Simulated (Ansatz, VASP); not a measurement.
**Be in VASP and in Ansatz**

```xyz
2
Lattice="2.2544 0.0000 0.0000 -1.1272 1.9524 0.0000 0.0000 0.0000 3.5358" Properties=species:S:1:pos:R:3 pbc="T T T"
Be    1.1272    0.6508    2.6518
Be    0.0000    1.3016    0.8839
```

Change from the starting cell: volume scaled by 0.96.

Alike in both runs: task single point; functional PBEsol; k mesh 13 × 13 × 8; occupations fermi-dirac, width 0.05 eV; no spin polarisation.

|  | VASP | Ansatz |
| --- | --- | --- |
| version | VASP 6.6.1 | Ansatz 0.2.0 |
| potentials or method | VASP PAW PBE potentials, release 64 (Be), cutoff 520 eV | all-electron LAPW, scalar-relativistic |

Ansatz gave:

| Property | Result |
| --- | --- |
| gap on the k mesh at the Fermi level (eV) | none |
| pressure (GPa) | 0.9 |
| traceless stress, the component that is largest in VASP (GPa) | -0.11 |

Question: Which values does VASP return?

Answer: gap on the k mesh at the Fermi level (eV): none; pressure (GPa): 1.4; traceless stress, the component that is largest in VASP (GPa): -0.05.

VASP's potentials were made for PBE, not for PBEsol. A gap of «none» marks a metal or a gap that the smearing closes. Ansatz ran all-electron here, and VASP with PAW potentials.
